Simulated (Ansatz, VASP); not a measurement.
Al4Ru5: VASP beside Ansatz

```
CELL_PARAMETERS angstrom
2.98262 0.00000 0.00000
0.00000 2.98262 0.00000
0.00000 0.00000 26.93050
ATOMIC_POSITIONS crystal
Ru 0.50000 0.50000 0.28294
Ru 0.50000 0.50000 0.38935
Ru 0.50000 0.50000 0.50000
Ru 0.50000 0.50000 0.61065
Ru 0.50000 0.50000 0.71706
Al 0.00000 0.00000 0.33537
Al 0.00000 0.00000 0.44544
Al 0.00000 0.00000 0.55456
Al 0.00000 0.00000 0.66463
```

Alike in both runs: functional r2SCAN; k mesh 12 × 12 × 1; occupations gaussian, width 0.1 eV; no spin polarisation.

Ansatz relaxed the structure, and its values are those at the end. VASP's run is a single point on that final structure, the one shown.

|  | VASP | Ansatz |
| --- | --- | --- |
| version | VASP 6.6.1 | Ansatz 0.2.0 |
| potentials or method | VASP PAW PBE potentials, release 64 (Ru_pv, Al), cutoff 520 eV | scalar-relativistic, plane waves, PAW |
| valence electrons in the cell | 82 | 92 |

```tsv
	VASP	Ansatz	Ansatz less VASP
gap on the k mesh at the Fermi level (eV)	none	none	-
rms of the force components (eV/Å)	0.006	0.002	-0.0041
```

VASP's potentials were made for PBE, not for r2SCAN. A gap of «none» marks a metal or a gap that the smearing closes. VASP's potentials hold 82 valence electrons a cell and Ansatz's 92, so a difference there can come from the potentials and not from the codes. Ansatz's warnings: xc potential rough in thin density.
